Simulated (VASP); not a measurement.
# Ga3As (I4/mmm) in VASP: notebook

Ga3As is run at these levels: PBE; tasks: single point.

All numbers are computed with VASP 6.6.1; they aren't measurements. Logs are shortened: lines on timing, memory, paths and dates and some standing lists are left out, and cuts for length are marked.

## 1. The cell of the first run

It takes space group I4/mmm (No. 139, tetragonal). The conventional cell has a = 4.158 Å, b = 4.158 Å, c = 9.289 Å, α = 90.00°, β = 90.00°, γ = 90.00°. Ga (site symmetry 4/mmm) has 4 As at 2.94 Å and 8 Ga at 3.12 Å within 3.9 Å. Within 3.9 Å of Ga (site symmetry -4m2) lie 8 Ga at 2.94 to 3.12 Å and 4 As at 3.12 Å. As (site symmetry 4/mmm) has 12 Ga at 2.94 to 3.12 Å within 3.9 Å.

## 2. Single point, PBE

The input, INCAR:

```
PREC = Accurate
ENCUT = 520
EDIFF = 1E-7
ISMEAR = 0
SIGMA = 0.1
LREAL = F
LASPH = T
NELM = 80
ALGO = Normal
ISIF = 2
LWAVE = F
LCHARG = F
GGA = PE
NBANDS = 30
```

The input, KPOINTS:

```
Automatic mesh
0
Gamma
  6 6 6
```

The input, POSCAR:

```
Ga3As
1.0
   -2.0791363849      2.0791363849      4.6443046520
    2.0791363849     -2.0791363849      4.6443046520
    2.0791363849      2.0791363849     -4.6443046520
Ga As
3 1
Direct
    0.5000000000      0.5000000000      0.0000000000
    0.2500000000      0.7500000000      0.5000000000
    0.7500000000      0.2500000000      0.5000000000
    0.0000000000      0.0000000000      0.0000000000
```

Potentials or basis: VASP PAW PBE potentials, release 64 (Ga_d, As).

Command:

```sh
$ cat potpaw_PBE.64/Ga_d/POTCAR potpaw_PBE.64/As/POTCAR > POTCAR
$ mpirun -np 1 vasp_std > vasp.out
```

OUTCAR:

```text
PREC = Accurate
   ENCUT = 520
   EDIFF = 1E-7
   ISMEAR = 0
   LREAL = F
   LASPH = T
   NELM = 80
   ISIF = 2
   GGA = PE

 ion  position               nearest neighbor table
   1  0.500  0.500  0.000-
   2  0.250  0.750  0.500-
   3  0.750  0.250  0.500-
   4  0.000  0.000  0.000-

  LATTYP: Found a body centered tetragonal cell.
 ALAT       =     4.1582727698
 C/A-ratio  =     2.2337662338

  Lattice vectors:

 A1 = (  -2.0791363849,   2.0791363849,   4.6443046520)
 A2 = (   2.0791363849,  -2.0791363849,   4.6443046520)
 A3 = (   2.0791363849,   2.0791363849,  -4.6443046520)

Analysis of symmetry for initial positions (statically):
=====================================================================
 Subroutine PRICEL returns:
 Original cell was already a primitive cell.

 Routine SETGRP: Setting up the symmetry group for a
 body centered tetragonal supercell.

 Subroutine GETGRP returns: Found 16 space group operations
 (whereof 16 operations were pure point group operations)
 out of a pool of 16 trial point group operations.

The static configuration has the point symmetry D_4h.

Analysis of symmetry for dynamics (positions and initial velocities):
=====================================================================
 Subroutine PRICEL returns:
 Original cell was already a primitive cell.

 Routine SETGRP: Setting up the symmetry group for a
 body centered tetragonal supercell.

 Subroutine GETGRP returns: Found 16 space group operations
 (whereof 16 operations were pure point group operations)
 out of a pool of 16 trial point group operations.

The dynamic configuration has the point symmetry D_4h.

 Subroutine INISYM returns: Found 16 space group operations
 (whereof 16 operations are pure point group operations),
 and found     1 'primitive' translations

----------------------------------------------------------------------------------------

                                     Primitive cell

  volume of cell :      80.3058

  direct lattice vectors                    reciprocal lattice vectors
    -2.079136385  2.079136385  4.644304652     0.000000000  0.240484464  0.107658743
     2.079136385 -2.079136385  4.644304652     0.240484464  0.000000000  0.107658743
     2.079136385  2.079136385 -4.644304652     0.240484464  0.240484464  0.000000000

  length of vectors
     5.496833808  5.496833808  5.496833808     0.263482794  0.263482794  0.340096391

  position of ions in fractional coordinates (direct lattice)
     0.500000000  0.500000000  0.000000000
     0.250000000  0.750000000  0.500000000
     0.750000000  0.250000000  0.500000000
     0.000000000  0.000000000  0.000000000

  ion indices of the primitive-cell ions
   primitive index   ion index
                 1           1
                 2           2
                 3           3
                 4           4

----------------------------------------------------------------------------------------

 KPOINTS: Automatic mesh

Automatic generation of k-mesh.
 Grid dimensions read from file:
 generate k-points for:    6    6    6

 Generating k-lattice:

  Cartesian coordinates                     Fractional coordinates (reciprocal lattice)
     0.000000000  0.040080744  0.017943124     0.166666667  0.000000000  0.000000000
     0.040080744  0.000000000  0.017943124     0.000000000  0.166666667  0.000000000
     0.040080744  0.040080744  0.000000000     0.000000000  0.000000000  0.166666667

  Length of vectors
     0.043913799  0.043913799  0.056682732

  Shift w.r.t. Gamma in fractional coordinates (k-lattice)
     0.000000000  0.000000000  0.000000000

 Subroutine IBZKPT returns following result:
 ===========================================

 Found     30 irreducible k-points:

 Following reciprocal coordinates:
            Coordinates               Weight
  0.000000  0.000000  0.000000      1.000000
  0.166667  0.000000 -0.000000      8.000000
  0.333333  0.000000 -0.000000      8.000000
  0.500000  0.000000 -0.000000      4.000000
  0.166667  0.166667  0.000000      8.000000
  0.333333  0.166667 -0.000000     16.000000
[... 16 lines left out ...]
 -0.333333 -0.333333  0.166667      8.000000
 -0.166667 -0.333333  0.166667      8.000000
 [... further k-points ...]
   k-points           NKPTS =     30   k-points in BZ     NKDIM =     30   number of bands    NBANDS=     30
   number of dos      NEDOS =    301   number of ions     NIONS =      4
   total plane-waves  NPLWV =  74088
   dimension x,y,z NGX =    42 NGY =   42 NGZ =   42
   dimension x,y,z NGXF=    84 NGYF=   84 NGZF=   84
   ions per type =               3   1
   NGX,Y,Z   is equivalent  to a cutoff of  12.70, 12.70, 12.70 a.u.
   NGXF,Y,Z  is equivalent  to a cutoff of  25.40, 25.40, 25.40 a.u.
 SYSTEM =  unknown system
   PREC   = accura    normal or accurate (medium, high low for compatibility)
   ISTART =      0    job   : 0-new  1-cont  2-samecut
   ICHARG =      2    charge: 1-file 2-atom 10-const
   ISPIN  =      1    spin polarized calculation?
   LNONCOLLINEAR =      F non collinear calculations
   LSORBIT =      F    spin-orbit coupling
   LASPH  =      T    aspherical Exc in radial PAW
   ENCUT  =  520.0 eV  38.22 Ry    6.18 a.u.  10.22 10.22 10.22*2*pi/ulx,y,z
   NELM   =     80;   NELMIN=  2; NELMDL= -5     # of ELM steps
   EDIFF  = 0.1E-06   stopping-criterion for ELM
   LREAL  =      F    real-space projection
   EDIFFG = 0.1E-05   stopping-criterion for IOM
   NSW    =      0    number of steps for IOM
   IBRION =     -1    ionic relax: 0-MD 1-quasi-New 2-CG
   NFREE  =      0    steps in history (QN), initial steepest desc. (CG)
   ISIF   =      2    stress and relaxation
   ISYM   =      2    0-nonsym 1-usesym 2-fastsym
   POTIM  = 0.5000    time-step for ionic-motion
   TEBEG  =    0.0;   TEEND  =   0.0 temperature during run
   PSTRESS=    0.0 pullay stress
   NELECT =      44.0000    total number of electrons
   NUPDOWN=      -1.0000    fix difference up-down
   EMIN   =  10.00;   EMAX   =-10.00  energy-range for DOS
   EFERMI =   0.00;   METHOD = LEGACY
   ISMEAR =     0;   SIGMA  =   0.10  broadening in eV -4-tet -1-fermi 0-gaus
   EFERMI_NEDOS =   21; number of points for ismear=-14 and -15
   IALGO  =     38    algorithm
   IMIX   =      4    mixing-type and parameters
     AMIX     =   0.40;   BMIX     =  1.00
     AMIX_MAG =   1.60;   BMIX_MAG =  1.00
  volume/ion in A,a.u.               =      20.08       135.48
  Fermi-wavevector in a.u.,A,eV,Ry     =   1.339605  2.531487 24.416229  1.794542
  Thomas-Fermi vector in A             =   2.467984
   LORBIT       =      0    0 simple, 1 ext, 2 COOP (PROOUT), +10 PAW based schemes
   GGA     = PE    functional components
   LHFCALC =     F    Hartree Fock is set to
   AEXX    =    0.0000 exact exchange contribution
   IVDW    =     0    specifies the selected vdW correction
   LEPSILON=     F    determine dielectric tensor
   LRPA    =     F    only Hartree local field effects (RPA)
 non-spin polarized calculation
 Gauss-broadening in eV      SIGMA  =   0.10
  energy-cutoff  :      520.00
  volume of cell :       80.31
 maximum number of plane-waves:      2187
 NGX is ok and might be reduce to    42
   NGX = 21   NGY = 21   NGZ = 21

 number of electron      43.9999980 magnetization

 Free energy of the ion-electron system (eV)
  ---------------------------------------------------
  ext. energy  EPLUGINS =         0.00000000
  ---------------------------------------------------
  free energy    TOTEN  =       -13.03433077 eV

  energy without entropy =      -13.02707946  energy(sigma->0) =      -13.03070512

 E-fermi :   5.1395     XC(G=0): -10.6564

 val. band max:        5.0545676542   @ k =   0.0000   0.0000   0.0000
 cond. band min:       5.1466528335   @ k =   0.5000   0.3333   0.0000
 fundamental gap:      0.0920851793
 Fermi energy:         5.1395225008

 k-point     1 :       0.0000    0.0000    0.0000
  band No.  band energies     occupation
      1      -9.7763      2.00000
      2      -9.7074      2.00000
      3      -9.6992      2.00000
      4      -9.6354      2.00000
      5      -9.6354      2.00000
      6      -9.6223      2.00000
[... 22 lines left out ...]
     29      13.6186      0.00000
     30      13.9348      0.00000

 k-point     2 :       0.1667    0.0000   -0.0000
  band No.  band energies     occupation
      1      -9.7543      2.00000
      2      -9.7027      2.00000
      3      -9.6788      2.00000
      4      -9.6514      2.00000
      5      -9.6473      2.00000
      6      -9.6076      2.00000
[... 22 lines left out ...]
     29      13.2283      0.00000
     30      13.8823      0.00000

 k-point     3 :       0.3333    0.0000   -0.0000
  band No.  band energies     occupation
      1      -9.6934      2.00000
      2      -9.6877      2.00000
      3      -9.6660      2.00000
      4      -9.6375      2.00000
      5      -9.6302      2.00000
      6      -9.6008      2.00000
[... 22 lines left out ...]
     29      11.3390      0.00000
     30      11.5225      0.00000

 k-point     4 :       0.5000    0.0000   -0.0000
  band No.  band energies     occupation
      1      -9.6733      2.00000
      2      -9.6724      2.00000
      3      -9.6187      2.00000
      4      -9.6054      2.00000
      5      -9.6043      2.00000
      6      -9.6010      2.00000
[... 22 lines left out ...]
     29       9.3289      0.00000
     30      11.8220      0.00000

 k-point     5 :       0.1667    0.1667    0.0000
  band No.  band energies     occupation
      1      -9.7427      2.00000
      2      -9.7049      2.00000
      3      -9.6647      2.00000
      4      -9.6549      2.00000
      5      -9.6536      2.00000
      6      -9.6078      2.00000
[... 22 lines left out ...]
     29      11.0628      0.00000
     30      13.3734      0.00000
[... 526 lines left out ...]
     29      10.6375      0.00000
     30      11.7446      0.00000

 k-point    22 :      -0.1667    0.5000    0.1667
  band No.  band energies     occupation
      1      -9.6982      2.00000
      2      -9.6926      2.00000
      3      -9.6746      2.00000
      4      -9.6561      2.00000
      5      -9.6262      2.00000
      6      -9.6186      2.00000
[... 22 lines left out ...]
     29      10.0160      0.00000
     30      10.0997      0.00000

 k-point    23 :      -0.3333   -0.3333    0.1667
  band No.  band energies     occupation
      1      -9.7396      2.00000
      2      -9.7179      2.00000
      3      -9.6892      2.00000
      4      -9.6787      2.00000
      5      -9.6412      2.00000
      6      -9.6169      2.00000
[... 22 lines left out ...]
     29      11.3847      0.00000
     30      12.5487      0.00000

 k-point    24 :      -0.1667   -0.3333    0.1667
  band No.  band energies     occupation
      1      -9.7519      2.00000
      2      -9.7210      2.00000
      3      -9.6853      2.00000
      4      -9.6794      2.00000
      5      -9.6629      2.00000
      6      -9.6079      2.00000
[... 22 lines left out ...]
     29      11.8471      0.00000
     30      12.5869      0.00000

 [... further k-points ...]

------------------------ aborting loop because EDIFF is reached ----------------------------------------

  FORCE on cell =-STRESS in cart. coord.  units (eV):
  Direction    XX          YY          ZZ          XY          YZ          ZX
  --------------------------------------------------------------------------------------
  -------------------------------------------------------------------------------------
  Total       -0.3925863     -0.3925863     -0.9225413      0.0000000     -0.0000000      0.0000000
  in kB       -7.8324757     -7.8324757    -18.4055904      0.0000000     -0.0000000      0.0000000
  external PRESSURE =     -11.3568473 kB  Pullay stress =       0.0000000 kB

 VOLUME and BASIS-vectors are now :
 -----------------------------------------------------------------------------
  energy-cutoff  :      520.00
  volume of cell :       80.31
      direct lattice vectors                 reciprocal lattice vectors
    -2.079136385  2.079136385  4.644304652     0.000000000  0.240484464  0.107658743
     2.079136385 -2.079136385  4.644304652     0.240484464  0.000000000  0.107658743
     2.079136385  2.079136385 -4.644304652     0.240484464  0.240484464  0.000000000

 POSITION                                       TOTAL-FORCE (eV/Angst)
 -----------------------------------------------------------------------------------
      0.00000      0.00000      4.64430        -0.000000     -0.000000     -0.000000
      2.07914      0.00000      2.32215        -0.000000     -0.000000      0.000000
      0.00000      2.07914      2.32215         0.000000      0.000000      0.000000
      0.00000      0.00000      0.00000        -0.000000     -0.000000     -0.000000
 -----------------------------------------------------------------------------------
    total drift:                               -0.000000      0.000000      0.000000

  FREE ENERGIE OF THE ION-ELECTRON SYSTEM (eV)
  ---------------------------------------------------
  free  energy   TOTEN  =       -13.0343307691 eV

  energy  without entropy=      -13.0270794649  energy(sigma->0) =      -13.03070512
```

Wall time 56 s (1 thread of Intel Xeon 6975P-C (Granite Rapids), shared host); peak memory 0.28 GiB.

Results:

```yaml
Free_energy: -13.0343 eV
Pressure: -1.1 GPa
Band_gap_on_the_k_mesh: zero (bands 22 and 23 overlap by 3.23 eV)
```

Levels at points of the mesh, in eV from the Fermi level:
| k point | band 19 | band 20 | band 21 | band 22 | band 23 | band 24 | band 25 | band 26 |
| --- | --- | --- | --- | --- | --- | --- | --- | --- |
| (0.00, 0.00, 0.00) | -2.78 | -1.85 | -1.85 | -1.16 | -0.08 | -0.08 | 0.98 | 1.75 |
| (0.50, 0.00, 0.00) | -4.96 | -1.07 | -0.31 | -0.16 | 0.85 | 1.17 | 3.13 | 3.44 |
| (0.50, 0.50, 0.00) | -4.91 | -4.68 | -4.17 | -0.53 | -0.13 | 0.08 | 1.39 | 6.13 |
| (0.50, 0.50, 0.50) | -2.91 | -2.91 | -1.79 | 1.39 | 2.52 | 2.52 | 4.07 | 4.74 |

## 3. Single point, PBE

This run uses another cell than the first one, of 19.56 Å³/atom.

The input, INCAR:

```
SYSTEM = Ga3As
PREC     = Accurate       ! precision mode
ENCUT    = 520            ! plane-wave cutoff, eV
EDIFF    = 1E-6           ! SCF threshold, eV
ISMEAR   = 0              ! smearing method
SIGMA    = 0.1            ! smearing width, eV
LREAL    = .False.        ! projectors in reciprocal space
LASPH    = .True.         ! aspherical terms in the spheres
NELM     = 60             ! most SCF steps
ALGO     = Fast           ! electronic algorithm
ISIF     = 2              ! what is computed and relaxed
LWAVE    = .False.        ! write WAVECAR
LCHARG   = .False.        ! write CHGCAR
GGA      = PE             ! functional
NBANDS   = 30             ! bands
```

The input, KPOINTS:

```
Automatic mesh
0
Gamma
  16 16 16
  0 0 0
```

The input, POSCAR:

```
Ga3As
1.0
   -2.1698112509      2.1698112509      4.1540197991
    2.1698112509     -2.1698112509      4.1540197991
    2.1698112509      2.1698112509     -4.1540197991
Ga As
3 1
Direct
    0.5000000000      0.5000000000      0.0000000000
    0.2500000000      0.7500000000      0.5000000000
    0.7500000000      0.2500000000      0.5000000000
    0.0000000000      0.0000000000      0.0000000000
```

Potentials or basis: VASP PAW PBE potentials, release 64 (Ga_d, As).

Command:

```sh
$ cat potpaw_PBE.64/Ga_d/POTCAR potpaw_PBE.64/As/POTCAR > POTCAR
$ mpirun -np 1 vasp_std > vasp.out
```

Run time: 6.9 min. Hardware: 1 thread of Intel Xeon 6975P-C (Granite Rapids), shared host; peak memory 0.76 GiB.

Results (log left out):

```yaml
Free_energy: -13.0767 eV
Pressure: 0.1 GPa
Band_gap_on_the_k_mesh: zero (bands 22 and 23 overlap by 4.12 eV)
```

Levels at points of the mesh, in eV from the Fermi level:
| k point | band 20 | band 21 | band 22 | band 23 | band 24 | band 25 |
| --- | --- | --- | --- | --- | --- | --- |
| (0.00, 0.00, 0.00) | -2.10 | -2.01 | -1.89 | -0.41 | -0.41 | 0.24 |
| (0.50, 0.00, 0.00) | -1.80 | -0.99 | -0.95 | -0.06 | 1.51 | 3.18 |
| (0.50, 0.50, 0.00) | -4.88 | -4.52 | 0.57 | 0.80 | 1.17 | 1.93 |
| (0.50, 0.50, 0.50) | -3.65 | -2.89 | 1.82 | 3.16 | 3.16 | 4.83 |
